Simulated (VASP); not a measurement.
Input of a VASP 6.6.1 run:

Contents of INCAR:

```
ALGO = Normal
EDIFF = 1E-6
ENCUT = 520
GGA = PS
ISIF = 2
ISMEAR = 0
LASPH = True
LCHARG = True
LELF = True
LREAL = False
LVHAR = True
LWAVE = False
NBANDS = 41
NELM = 100
PREC = Accurate
SIGMA = 0.05
```

The input KPOINTS:

```
k-points
0
Gamma
  6 8 6
```

POSCAR

```
AlGa3N4
1.0
    4.9880806634      0.0000000000      0.0001178576
    0.0000000000      3.0700352566      0.0000000000
   -0.0034781191      0.0000000000      5.3141393136
Al Ga N
1 3 4
Direct
    0.0006034227      0.5000000000      0.6673576245
    0.4991167030      0.5000000000      0.3349195796
    0.4990273845      0.0000000000      0.8315570005
    0.9998617813      0.0000000000      0.1661805284
    0.1196687538      0.5000000000      0.3400974154
    0.1176459792      0.0000000000      0.8263760592
    0.6204436392      0.0000000000      0.1662162869
    0.6312323464      0.5000000000      0.6672965055
```

Potentials or basis: VASP PAW PBE potentials, release 64 (Al, Ga_d, N).

The run is started by

```sh
$ cat potpaw_PBE.64/Al/POTCAR potpaw_PBE.64/Ga_d/POTCAR potpaw_PBE.64/N/POTCAR > POTCAR
$ mpirun -np 1 vasp_std > vasp.out
```

(1) Predict the largest force.

(2) Estimate the pressure.

(3) Predict the band gap on the k mesh.

## Answers

(1) 0.058 eV/Å.

(2) 21.1 GPa.

(3) 3.01 eV, direct.

Caveat: the cell differs from its parent crystal (strain -0.030 along x and y, -0.030 along z); the PAW data sets were made with another functional, which shifts forces and pressure a little.
